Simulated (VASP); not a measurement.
Here is a VASP 6.6.1 calculation.

INCAR

```
SYSTEM = B
PREC = Accurate
ENCUT = 520
EDIFF = 1E-7
ISMEAR = 0
SIGMA = 0.1
LREAL = .False.
LASPH = .True.
NELM = 80
ALGO = Normal
ISIF = 2
LWAVE = .False.
LCHARG = .False.
GGA = PE
NBANDS = 20
```

KPOINTS

```
Automatic mesh
0
Gamma
  6 6 2
  0 0 0
```

The input POSCAR:

```
B
1.0
    2.4741264900      0.0000000000      0.0000000000
   -1.2370632500      2.1426563900      0.0000000000
    0.0000000000      0.0000000000      9.6651630600
B
7
Direct
    0.3333333300      0.6666666700      0.7857142900
    0.6666666700      0.3333333300      0.9285714300
    0.3333333300      0.6666666700      0.0714285700
    0.6666666700      0.3333333300      0.2142857100
    0.3333333300      0.6666666700      0.3571428600
    0.0000000000      0.0000000000      0.5000000000
    0.6666666700      0.3333333300      0.6428571400
```

Potentials or basis: VASP PAW PBE potentials, release 64 (B).

Run with:

```bash
$ cat potpaw_PBE.64/B/POTCAR > POTCAR
$ mpirun -np 1 vasp_std > vasp.out
```

**Question.** Estimate the largest force.

**Answer.** 0.307 eV/Å.

**Question.** What does it give for the pressure?

**Answer.** -20.5 GPa.

Stress tensor (GPa, compression positive):
```
-15.33   0.00   0.00
  0.00 -15.33   0.00
  0.00   0.00 -30.93
```

Caveat: the k points lie up to 0.49 Å⁻¹ apart.
